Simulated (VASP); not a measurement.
Runs of VASP 6.6.1 on Cu2As (lda). The structure is that of space group P4/nmm (No. 129), or close to it. The cells are those of the table. 

```tsv
task	cell	k mesh	cutoff (eV)	gap on the mesh (eV)	pressure (GPa)	relaxed volume (Å³/atom)	largest force (eV/Å)
single point	a = 3.710, b = 3.710, c = 5.774 Å, 6 atoms	10 × 10 × 6	520	none	0.6	-	0.02
relaxation of cell and atoms	relaxed from a = 3.788, b = 3.788, c = 5.942 Å, 6 atoms	6 × 6 × 4	600	none	-0.4	13.36	0.03
single point	a = 3.722, b = 3.722, c = 5.739 Å, 6 atoms	6 × 6 × 4	520	none	0.6	-	0.02
relaxation of cell and atoms	relaxed from a = 3.722, b = 3.722, c = 5.739 Å, 6 atoms	10 × 10 × 6	600	none	0.0	(a)	-
```

Alike in all rows: level LDA; potentials or basis VASP PAW LDA potentials, release 64 (Cu, As); no spin polarisation; smearing gaussian 0.1 eV.

Problem. Estimate the missing entries.

Solution. (a) 13.30.

Caveats: the relaxation stopped at a loose force limit of 0.05 eV/Å, so its end isn't a converged minimum (some runs).

A k mesh can miss the band edges, and the runs leave out spin-orbit coupling on As.

A gap of «none» marks levels without a gap at the run's occupations.
